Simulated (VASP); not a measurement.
Crystal: PbF2.

```
Pb F
1.0
     0.00000    2.90899    2.98708
     2.90899    0.00000    2.98708
     2.90899    2.90899    0.00000
Pb F
1 2
Direct
  0.00000 0.00000 0.00000
  0.25000 0.25000 0.25000
  0.75000 0.75000 0.75000
```

This cell differs from its parent crystal: epitaxial xy strain -1.2%.

Base run:

- Program: VASP 6.6.1
- Functional: PBE
- Potentials or basis: VASP PAW PBE potentials, release 64 (Pb_d, F)
- Cutoff: 600 eV
- k mesh: 8 × 8 × 8
- Occupations: fermi-dirac, width 0.02 eV
- Spin: no spin polarisation

Its results: band gap on the k mesh 4.35 eV (least direct gap 4.52 eV); pressure 4.9 GPa.

Problem. The run is repeated on the same cell with these changes: functional from PBE to r2SCAN; cutoff from 600 eV to 660 eV; occupations from fermi-dirac, width 0.02 eV to gaussian, width 0.01 eV. What comes out?

Solution. Band gap on the k mesh 4.86 eV (least direct gap 5.03 eV); pressure 2.0 GPa.

Caveats: spin-orbit coupling is left out, which moves the levels of the heavy elements; the cell stands under pressure (at least some runs); the PAW data sets were made with another functional, which shifts forces and pressure a little (at least some runs).

A k mesh can miss the band edges.
